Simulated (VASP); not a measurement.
A run of VASP 6.6.1:

The input POSCAR:

```
TaN
1.0
    5.1960000000      0.0000000000      0.0000000000
   -2.5980000000      4.4998679981      0.0000000000
    0.0000000000      0.0000000000      2.9110000000
Ta N
3 3
Direct
    0.3333333333      0.6666666667      0.5000000000
    0.6666666667      0.3333333333      0.5000000000
    0.0000000000      0.0000000000      0.0000000000
    0.3928500000      0.0000000000      0.0000000000
    0.0000000000      0.3928500000      0.0000000000
    0.6071500000      0.6071500000      0.0000000000
```

The input INCAR.step1:

```
PREC = Accurate
ENCUT = 660
ISMEAR = 1
SIGMA = 0.1
LREAL = False
LASPH = True
NELM = 120
NBANDS = 33
GGA = PE
ALGO = Normal
EDIFF = 1E-5
LWAVE = True
LCHARG = False
GGA_COMPAT = False
```

INCAR.step2

```
PREC = Accurate
ENCUT = 660
EDIFF = 1E-6
ISMEAR = 1
SIGMA = 0.1
LREAL = False
LASPH = True
NELM = 120
ALGO = Normal
ISIF = 2
LWAVE = False
LCHARG = False
METAGGA = R2SCAN
LMIXTAU = True
NBANDS = 33
ISTART = 1
GGA_COMPAT = False
```

File KPOINTS:

```
regular mesh
0
Gamma
  4 4 6
```

Potentials or basis: VASP PAW PBE potentials, release 64 (Ta_pv, N).

Launch:

```sh
$ cat potpaw_PBE.64/Ta_pv/POTCAR potpaw_PBE.64/N/POTCAR > POTCAR
$ cp INCAR.step1 INCAR
$ mpirun -np 1 vasp_std > vasp.out
$ cp INCAR.step2 INCAR
$ mpirun -np 1 vasp_std > vasp.out
```

Hardware: 1 thread of AMD EPYC 9R45 96-Core Processor (Zen 5) (shared host).

Problem. How long does it take, and how much memory?

Solution. It took 2.3 min on 1 thread of AMD EPYC 9R45 96-Core Processor (Zen 5) (shared host), peak memory 0.22 GiB. Counts: k points 16.
